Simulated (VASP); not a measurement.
Here is a VASP 6.6.1 calculation.

Contents of POSCAR:

```
Al2Au
1.0
    0.0000000000      3.0053203300      3.0053203300
    3.0053203300      0.0000000000      3.0053203300
    3.0053203300      3.0053203300      0.0000000000
Al Au
2 1
Direct
    0.2500000000      0.2500000000      0.2500000000
    0.7500000000      0.7500000000      0.7500000000
    0.0000000000      0.0000000000      0.0000000000
```

The input INCAR.step1:

```
  PREC = Accurate
  ENCUT = 520
  ISMEAR = -1
  SIGMA = 0.1
  LREAL = False
  LASPH = True
  NELM = 100
  NBANDS = 16
  GGA = PE
  ALGO = Normal
  EDIFF = 1E-4
  LWAVE = True
  LCHARG = False
```

The input INCAR.step2:

```
  PREC = Accurate
  ENCUT = 520
  EDIFF = 1E-7
  ISMEAR = -1
  SIGMA = 0.1
  LREAL = False
  LASPH = True
  NELM = 100
  ALGO = Normal
  ISIF = 2
  LWAVE = False
  LCHARG = True
  METAGGA = R2SCAN
  LMIXTAU = True
  LELF = True
  LVHAR = True
  NBANDS = 16
  ISTART = 1
```

The input KPOINTS:

```
regular mesh
0
Gamma
  10 10 10
```

Potentials or basis: VASP PAW PBE potentials, release 64 (Al, Au).

Launch:

```console
$ cat potpaw_PBE.64/Al/POTCAR potpaw_PBE.64/Au/POTCAR > POTCAR
$ cp INCAR.step1 INCAR
$ mpirun -np 1 vasp_std > vasp.out
$ cp INCAR.step2 INCAR
$ mpirun -np 1 vasp_std > vasp.out
```

Task: Predict the pressure.

Result: -0.3 GPa.

Caveat: the PAW data sets were made with another functional, which shifts forces and pressure a little.
